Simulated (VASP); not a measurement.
InP, 2 atoms in the cell. The structure is cubic, space group Pm-3m (No. 221). Conventional cell: a = 3.378 Å, b = 3.378 Å, c = 3.378 Å, α = 90.00°, β = 90.00°, γ = 90.00°. In (site symmetry m-3m) has 8 P at 2.93 Å and 6 In at 3.38 Å within 3.9 Å. Within 3.9 Å of P (site symmetry m-3m) lie 8 In at 2.93 Å and 6 P at 3.38 Å. 

| Property | Result |
| --- | --- |
| Program | VASP 6.6.1 |
| Task | vibrations by perturbation theory |
| Functional | PBE |
| Potentials or basis | VASP PAW PBE potentials, release 64 (In_d, P) |
| Cutoff | 520 eV |
| k mesh | 12 × 12 × 12 |
| Occupations | fermi-dirac, width 0.15 eV |
| Spin | no spin polarisation |
| Dipole correction | no |
| Further INCAR settings | ALGO = Normal; EDIFF = 1e-08; IBRION = 8; NSW = 1 |

Potentials or basis: VASP PAW PBE potentials, release 64 (In_d, P).

Run with:

```bash
$ cat potpaw_PBE.64/In_d/POTCAR potpaw_PBE.64/P/POTCAR > POTCAR
$ mpirun -np 1 vasp_std > vasp.out
```

Hardware: 1 thread of Intel Xeon 8259CL, with other jobs on the host.

Problem. Estimate the wall time of this run.

Solution. Run time: 8.8 min on 1 thread of Intel Xeon 8259CL, on a shared host, peak memory 0.38 GiB. Counts: scf iterations 41, k points 84.
